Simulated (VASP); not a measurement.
Input of a VASP 6.6.1 run:

File INCAR:

```
SYSTEM = Ir
ALGO     = Normal         ! electronic algorithm
EDIFF    = 1E-6           ! SCF threshold, eV
ENCUT    = 560            ! plane-wave cutoff, eV
GGA      = CA             ! functional
GGA_COMPAT= .False.      
ISIF     = 2              ! what is computed and relaxed
ISMEAR   = 0              ! smearing method
LASPH    = .True.         ! aspherical terms in the spheres
LCHARG   = .False.        ! write CHGCAR
LREAL    = .False.        ! projectors in reciprocal space
LWAVE    = .False.        ! write WAVECAR
NBANDS   = 14             ! bands
NELM     = 120            ! most SCF steps
PREC     = Accurate       ! precision mode
SIGMA    = 0.1            ! smearing width, eV
```

Contents of KPOINTS:

```
k-points
0
Gamma
  48 48 48
  0 0 0
```

File POSCAR:

```
Ir
1.0
    0.0000000000      1.8449398897      1.8449398897
    1.8449398897      0.0000000000      1.8449398897
    1.8449398897      1.8449398897      0.0000000000
Ir
1
Direct
    0.0000000000      0.0000000000      0.0000000000
```

Potentials or basis: VASP PAW LDA potentials, release 64 (Ir_sv_GW).

Run with:

```bash
$ cat potpaw_LDA.64/Ir_sv_GW/POTCAR > POTCAR
$ mpirun -np 1 vasp_std > vasp.out
```

Problem. What does it give for the pressure?

Solution. 49.9 GPa.

Problem. Estimate the band gap on the k mesh.

Solution. Zero (an odd number of electrons rules out a gap without spin polarisation).

Caveat: the cell stands under pressure; spin-orbit coupling is left out, which moves the levels of the heavy elements.
